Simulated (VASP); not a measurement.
# Ba (Im-3m) in VASP: notebook

Runs on Ba. Level: RPBE. Tasks: relaxation of cell and atoms, single point.

Program: VASP 6.6.1. These are calculated values, not measurements. Logs are shortened: lines on timing, memory, paths and dates and some standing lists are left out, and cuts for length are marked.

## (1) The cell of the first run

It takes space group Im-3m (No. 229, cubic). Conventional cell: a = 5.000 Å, b = 5.000 Å, c = 5.000 Å, α = 90.00°, β = 90.00°, γ = 90.00°. Within 5.7 Å of Ba (site symmetry m-3m) lie 14 Ba at 4.33 to 5.00 Å.

## (2) Relaxation of cell and atoms, RPBE

INCAR reads:

```
SYSTEM = Ba
  PREC = Accurate
  ENCUT = 600
  EDIFF = 1E-6
  ISMEAR = -1
  SIGMA = 0.1
  LREAL = .FALSE.
  LASPH = .TRUE.
  NELM = 100
  ALGO = Normal
  ISIF = 3
  LWAVE = .FALSE.
  LCHARG = .FALSE.
  GGA = RP
  IBRION = 2
  NSW = 80
  EDIFFG = -0.01
```

KPOINTS reads:

```
Automatic mesh
0
G
  9 9 9
  0 0 0
```

POSCAR reads:

```
Ba
1.0
   -2.5000000000      2.5000000000      2.5000000000
    2.5000000000     -2.5000000000      2.5000000000
    2.5000000000      2.5000000000     -2.5000000000
Ba
1
Direct
    0.0000000000      0.0000000000      0.0000000000
```

Potentials or basis: VASP PAW PBE potentials, release 64 (Ba_sv).

The run is started by

```bash
$ cat potpaw_PBE.64/Ba_sv/POTCAR > POTCAR
$ mpirun -np 1 vasp_std > vasp.out
```

OUTCAR:

```text
SYSTEM = Ba
   PREC = Accurate
   ENCUT = 600
   EDIFF = 1E-6
   ISMEAR = -1
   LREAL = .FALSE.
   LASPH = .TRUE.
   NELM = 100
   ISIF = 3
   GGA = RP
   IBRION = 2
   NSW = 80
   EDIFFG = -0.01

 ion  position               nearest neighbor table
   1  0.000  0.000  0.000-

  LATTYP: Found a body centered cubic cell.
 ALAT       =     5.0000000000

  Lattice vectors:

 A1 = (  -2.5000000000,   2.5000000000,   2.5000000000)
 A2 = (   2.5000000000,  -2.5000000000,   2.5000000000)
 A3 = (   2.5000000000,   2.5000000000,  -2.5000000000)

Analysis of symmetry for initial positions (statically):
=====================================================================
 Subroutine PRICEL returns:
 Original cell was already a primitive cell.

 Routine SETGRP: Setting up the symmetry group for a
 body centered cubic supercell.

 Subroutine GETGRP returns: Found 48 space group operations
 (whereof 48 operations were pure point group operations)
 out of a pool of 48 trial point group operations.

The static configuration has the point symmetry O_h .

Analysis of symmetry for dynamics (positions and initial velocities):
=====================================================================
 Subroutine PRICEL returns:
 Original cell was already a primitive cell.

 Routine SETGRP: Setting up the symmetry group for a
 body centered cubic supercell.

 Subroutine GETGRP returns: Found 48 space group operations
 (whereof 48 operations were pure point group operations)
 out of a pool of 48 trial point group operations.

The dynamic configuration has the point symmetry O_h .

 Subroutine INISYM returns: Found 48 space group operations
 (whereof 48 operations are pure point group operations),
 and found     1 'primitive' translations

----------------------------------------------------------------------------------------

                                     Primitive cell

  volume of cell :      62.5000

  direct lattice vectors                    reciprocal lattice vectors
    -2.500000000  2.500000000  2.500000000     0.000000000  0.200000000  0.200000000
     2.500000000 -2.500000000  2.500000000     0.200000000  0.000000000  0.200000000
     2.500000000  2.500000000 -2.500000000     0.200000000  0.200000000  0.000000000

[... 93 lines left out ...]
   NUPDOWN=      -1.0000    fix difference up-down
   EMIN   =  10.00;   EMAX   =-10.00  energy-range for DOS
   EFERMI =   0.00;   METHOD = LEGACY
   ISMEAR =    -1;   SIGMA  =   0.10  broadening in eV -4-tet -1-fermi 0-gaus
   EFERMI_NEDOS =   21; number of points for ismear=-14 and -15
   IALGO  =     38    algorithm
   IMIX   =      4    mixing-type and parameters
     AMIX     =   0.40;   BMIX     =  1.00
     AMIX_MAG =   1.60;   BMIX_MAG =  1.00
  volume/ion in A,a.u.               =      62.50       421.77
  Fermi-wavevector in a.u.,A,eV,Ry     =   0.888754  1.679501 10.747016  0.789883
  Thomas-Fermi vector in A             =   2.010225
   LORBIT       =      0    0 simple, 1 ext, 2 COOP (PROOUT), +10 PAW based schemes
   GGA     = RP    functional components
   LHFCALC =     F    Hartree Fock is set to
   AEXX    =    0.0000 exact exchange contribution
   IVDW    =     0    specifies the selected vdW correction
   LEPSILON=     F    determine dielectric tensor
   LRPA    =     F    only Hartree local field effects (RPA)
 conjugate gradient relaxation of ions
 non-spin polarized calculation
  energy-cutoff  :      600.00
  volume of cell :       62.50
 maximum number of plane-waves:      2102
   NGX = 17   NGY = 17   NGZ = 17

--------------------------------------- Ionic step        1  -------------------------------------------

 number of electron      10.0000001 magnetization

 Free energy of the ion-electron system (eV)
  ---------------------------------------------------
  ext. energy  EPLUGINS =         0.00000000
  ---------------------------------------------------
  free energy    TOTEN  =        -1.69267350 eV

  energy without entropy =       -1.64817112  energy(sigma->0) =       -1.67042231

------------------------ aborting loop because EDIFF is reached ----------------------------------------

  FORCE on cell =-STRESS in cart. coord.  units (eV):
  Direction    XX          YY          ZZ          XY          YZ          ZX
  --------------------------------------------------------------------------------------
  -------------------------------------------------------------------------------------
  Total        0.3458337      0.3458337      0.3458337      0.0000000      0.0000000     -0.0000000
  in kB        8.8653904      8.8653904      8.8653904      0.0000000      0.0000000     -0.0000000
  external PRESSURE =       8.8653904 kB  Pullay stress =       0.0000000 kB
[... 92 lines left out ...]
--------------------------------------- Ionic step        4  -------------------------------------------

 number of electron      10.0000000 magnetization

 Free energy of the ion-electron system (eV)
  ---------------------------------------------------
  ext. energy  EPLUGINS =         0.00000000
  ---------------------------------------------------
  free energy    TOTEN  =        -1.70951328 eV

  energy without entropy =       -1.66242813  energy(sigma->0) =       -1.68597070

 E-fermi :   1.4834     XC(G=0):  -7.0115

 val. band max:        1.3944066467   @ k =  -0.4444  -0.4444   0.2222
 cond. band min:       1.4837546177   @ k =  -0.3333  -0.4444   0.1111
 fundamental gap:      0.0893479710
 Fermi energy:         1.4834451349

 k-point     1 :       0.0000    0.0000    0.0000
  band No.  band energies     occupation
      1     -27.6198      2.00000
      2     -12.6264      2.00000
      3     -12.6264      2.00000
      4     -12.6264      2.00000
      5      -1.2174      2.00000
      6       3.2300      0.00000
      7       3.2300      0.00000
      8       3.2300      0.00000
      9       4.4817      0.00000
[... 265 lines left out ...]
 k-point    24 :      -0.4444   -0.4444    0.1111
  band No.  band energies     occupation
      1     -27.5863      2.00000
      2     -12.9260      2.00000
      3     -12.7856      2.00000
      4     -12.6797      2.00000
      5       1.1340      1.94104
      6       1.9575      0.01732
      7       2.3969      0.00022
      8       3.7827      0.00000
      9       5.1020      0.00000

 [... further k-points ...]

------------------------ aborting loop because EDIFF is reached ----------------------------------------

  FORCE on cell =-STRESS in cart. coord.  units (eV):
  Direction    XX          YY          ZZ          XY          YZ          ZX
  --------------------------------------------------------------------------------------
  -------------------------------------------------------------------------------------
  Total       -0.0031629     -0.0031629     -0.0031629      0.0000000      0.0000000      0.0000000
  in kB       -0.0733912     -0.0733912     -0.0733912      0.0000000      0.0000000      0.0000000
  external PRESSURE =      -0.0733912 kB  Pullay stress =       0.0000000 kB
[... 16 lines left out ...]
  FREE ENERGIE OF THE ION-ELECTRON SYSTEM (eV)
  ---------------------------------------------------
  free  energy   TOTEN  =        -1.7095132773 eV

  energy  without entropy=       -1.6624281299  energy(sigma->0) =       -1.68597070

 reached required accuracy - stopping structural energy minimisation
```

OSZICAR:

```text
N       E                     dE             d eps       ncg     rms          rms(c)
DAV:   1     0.637434938215E+02    0.63743E+02   -0.47275E+03   630   0.103E+03
DAV:   2     0.855736014681E+00   -0.62888E+02   -0.61119E+02   805   0.157E+02
DAV:   3    -0.163872567144E+01   -0.24945E+01   -0.24870E+01   804   0.378E+01
[... 33 lines left out ...]
DAV:   3    -0.170905539484E+01    0.60458E-02   -0.37606E-02   889   0.133E+00    0.106E-01
DAV:   4    -0.170910768482E+01   -0.52290E-04   -0.21404E-04   664   0.148E-01    0.960E-02
DAV:   5    -0.170951471524E+01   -0.40703E-03   -0.42298E-04   803   0.207E-01    0.180E-02
DAV:   6    -0.170951328940E+01    0.14258E-05   -0.15878E-05   833   0.288E-02    0.126E-02
DAV:   7    -0.170951327732E+01    0.12082E-07   -0.36009E-06   646   0.271E-02
   4 F= -.17095133E+01 E0= -.16859707E+01  d E =-.168398E-01
```

CONTCAR:

```text
Ba
   1.00000000000000
    -2.5844209722396378    2.5844209722396378    2.5844209722396378
     2.5844209722396378   -2.5844209722396378    2.5844209722396378
     2.5844209722396378    2.5844209722396378   -2.5844209722396378
  Ba
     1
Direct
     0.0000000000000000    0.0000000000000000    0.0000000000000000

  0.00000000E+00  0.00000000E+00  0.00000000E+00
```

Wall time 100 s (1 thread of Intel Xeon 8259CL, shared host); peak memory 0.22 GiB.

Results:

```
Free energy                           : -1.7095 eV
Relaxed volume                        : 69.05 Å³/atom
Relaxed cell                          : a = 4.476 Å, b = 4.476 Å, c = 4.476 Å, α = 109.47°, β = 109.47°, γ = 109.47°
Space group after relaxing (to 0.1 Å) : Im-3m (No. 229)
Energy gained by relaxing             : 16.8 meV/atom
Ionic steps                           : 4
Pressure after relaxing               : 0.0 GPa
Band gap on the k mesh                : zero (bands 5 and 6 overlap by 0.72 eV)
```

The path:
| step | energy change (eV) | largest force (eV/Å) | pressure (GPa) | volume (Å³) |
| --- | --- | --- | --- | --- |
| 1 | 0.0000 | 0.0000 | 0.89 | 62.50 |
| 2 | -0.0127 | 0.0000 | 0.42 | 65.68 |
| 3 | -0.0160 | 0.0000 | -0.17 | 70.53 |
| 4 | -0.0168 | 0.0000 | -0.01 | 69.05 |

Final structure:
```xyz
1
Lattice="-2.5844 2.5844 2.5844 2.5844 -2.5844 2.5844 2.5844 2.5844 -2.5844" Properties=species:S:1:pos:R:3 pbc="T T T"
Ba    0.0000    0.0000    0.0000
```

Levels at points of the mesh, in eV from the Fermi level:
```csv
k point,band 2,band 3,band 4,band 5,band 6,band 7,band 8,band 9
"(0.00, 0.00, 0.00)",-14.11,-14.11,-14.11,-2.70,1.75,1.75,1.75,3.00
```

Caveat: the PAW data sets were made with another functional, which shifts forces and pressure a little; spin-orbit coupling is left out, which moves the levels of the heavy elements. Zero-point motion and thermal expansion aren't in these numbers.

## (3) Single point, RPBE (62.88 Å³/atom)

This run uses another cell than the first one, of 62.88 Å³/atom.

INCAR reads:

```
SYSTEM = Ba
PREC = Accurate
ENCUT = 520
EDIFF = 1E-6
ISMEAR = -1
SIGMA = 0.1
LREAL = .False.
LASPH = .True.
NELM = 100
ALGO = Normal
ISIF = 2
LWAVE = .False.
LCHARG = .True.
GGA = RP
LELF = .True.
LVHAR = .True.
NBANDS = 11
```

KPOINTS reads:

```
regular mesh
0
Gamma
  14 14 14
  0 0 0
```

POSCAR reads:

```
Ba
1.0
   -2.5050121036      2.5050121036      2.5050121036
    2.5050121036     -2.5050121036      2.5050121036
    2.5050121036      2.5050121036     -2.5050121036
Ba
1
Direct
    0.0000000000      0.0000000000      0.0000000000
```

Potentials or basis: VASP PAW PBE potentials, release 64 (Ba_sv).

The run is started by

```bash
$ cat potpaw_PBE.64/Ba_sv/POTCAR > POTCAR
$ mpirun -np 1 vasp_std > vasp.out
```

OUTCAR:

```text
SYSTEM = Ba
   PREC = Accurate
   ENCUT = 520
   EDIFF = 1E-6
   ISMEAR = -1
   LREAL = .False.
   LASPH = .True.
   NELM = 100
   ISIF = 2
   GGA = RP

 ion  position               nearest neighbor table
   1  0.000  0.000  0.000-

  LATTYP: Found a body centered cubic cell.
 ALAT       =     5.0100242072

  Lattice vectors:

 A1 = (  -2.5050121036,   2.5050121036,   2.5050121036)
 A2 = (   2.5050121036,  -2.5050121036,   2.5050121036)
 A3 = (   2.5050121036,   2.5050121036,  -2.5050121036)

Analysis of symmetry for initial positions (statically):
=====================================================================
 Subroutine PRICEL returns:
 Original cell was already a primitive cell.

 Routine SETGRP: Setting up the symmetry group for a
 body centered cubic supercell.

 Subroutine GETGRP returns: Found 48 space group operations
 (whereof 48 operations were pure point group operations)
 out of a pool of 48 trial point group operations.

The static configuration has the point symmetry O_h .

Analysis of symmetry for dynamics (positions and initial velocities):
=====================================================================
 Subroutine PRICEL returns:
 Original cell was already a primitive cell.

 Routine SETGRP: Setting up the symmetry group for a
 body centered cubic supercell.

 Subroutine GETGRP returns: Found 48 space group operations
 (whereof 48 operations were pure point group operations)
 out of a pool of 48 trial point group operations.

The dynamic configuration has the point symmetry O_h .

 Subroutine INISYM returns: Found 48 space group operations
 (whereof 48 operations are pure point group operations),
 and found     1 'primitive' translations

----------------------------------------------------------------------------------------
[... 114 lines left out ...]
  Thomas-Fermi vector in A             =   2.008213
   LORBIT       =      0    0 simple, 1 ext, 2 COOP (PROOUT), +10 PAW based schemes
   GGA     = RP    functional components
   LHFCALC =     F    Hartree Fock is set to
   AEXX    =    0.0000 exact exchange contribution
   IVDW    =     0    specifies the selected vdW correction
   LEPSILON=     F    determine dielectric tensor
   LRPA    =     F    only Hartree local field effects (RPA)
 non-spin polarized calculation
  energy-cutoff  :      520.00
  volume of cell :       62.88
 maximum number of plane-waves:      1721
   NGX = 17   NGY = 17   NGZ = 17

 number of electron      10.0000000 magnetization

 number of electron       9.9999999 magnetization

 Free energy of the ion-electron system (eV)
  ---------------------------------------------------
  ext. energy  EPLUGINS =         0.00000000
  ---------------------------------------------------
  free energy    TOTEN  =        -1.69475657 eV

  energy without entropy =       -1.65050398  energy(sigma->0) =       -1.67263027

 E-fermi :   1.7771     XC(G=0):  -7.3029

 val. band max:        1.7515780877   @ k =  -0.4286   0.4286   0.2857
 cond. band min:       1.7874129161   @ k =  -0.3571   0.5000   0.2143
 fundamental gap:      0.0358348284
 Fermi energy:         1.7771483469

 k-point     1 :       0.0000    0.0000    0.0000
  band No.  band energies     occupation
      1     -27.1511      2.00000
      2     -12.1142      2.00000
      3     -12.1142      2.00000
      4     -12.1142      2.00000
      5      -0.9732      2.00000
      6       3.6353      0.00000
      7       3.6353      0.00000
      8       3.6353      0.00000
      9       5.0029      0.00000
     10       5.0029      0.00000
     11       8.6860      0.00000
[... 309 lines left out ...]
 k-point    24 :       0.3571    0.2857    0.0000
  band No.  band energies     occupation
      1     -27.1027      2.00000
      2     -12.4626      2.00000
      3     -12.3927      2.00000
      4     -12.1709      2.00000
      5       1.7961      0.90530
      6       2.2849      0.01239
      7       2.3733      0.00514
      8       5.1371      0.00000
      9       5.4275      0.00000
     10       6.6520      0.00000
     11       8.0139      0.00000

 [... further k-points ...]

------------------------ aborting loop because EDIFF is reached ----------------------------------------

  FORCE on cell =-STRESS in cart. coord.  units (eV):
  Direction    XX          YY          ZZ          XY          YZ          ZX
  --------------------------------------------------------------------------------------
  -------------------------------------------------------------------------------------
  Total        0.3226925      0.3226925      0.3226925      0.0000000      0.0000000     -0.0000000
  in kB        8.2226145      8.2226145      8.2226145      0.0000000      0.0000000     -0.0000000
  external PRESSURE =       8.2226145 kB  Pullay stress =       0.0000000 kB

 VOLUME and BASIS-vectors are now :
 -----------------------------------------------------------------------------
  energy-cutoff  :      520.00
  volume of cell :       62.88
      direct lattice vectors                 reciprocal lattice vectors
    -2.505012104  2.505012104  2.505012104     0.000000000  0.199599834  0.199599834
     2.505012104 -2.505012104  2.505012104     0.199599834  0.000000000  0.199599834
     2.505012104  2.505012104 -2.505012104     0.199599834  0.199599834  0.000000000

 POSITION                                       TOTAL-FORCE (eV/Angst)
 -----------------------------------------------------------------------------------
      0.00000      0.00000      0.00000         0.000000     -0.000000     -0.000000
 -----------------------------------------------------------------------------------
    total drift:                               -0.000000      0.000000      0.000000

  FREE ENERGIE OF THE ION-ELECTRON SYSTEM (eV)
  ---------------------------------------------------
  free  energy   TOTEN  =        -1.6947565712 eV

  energy  without entropy=       -1.6505039780  energy(sigma->0) =       -1.67263027
```

Run time: 62 s. Hardware: 1 thread of Intel Xeon 8259CL, shared host; peak memory 0.22 GiB.

Results:

* Free energy: -1.6948 eV
* Pressure: 0.8 GPa
* Band gap on the k mesh: zero (bands 5 and 6 overlap by 0.98 eV)

Caveat: the PAW data sets were made with another functional, which shifts forces and pressure a little; spin-orbit coupling is left out, which moves the levels of the heavy elements.
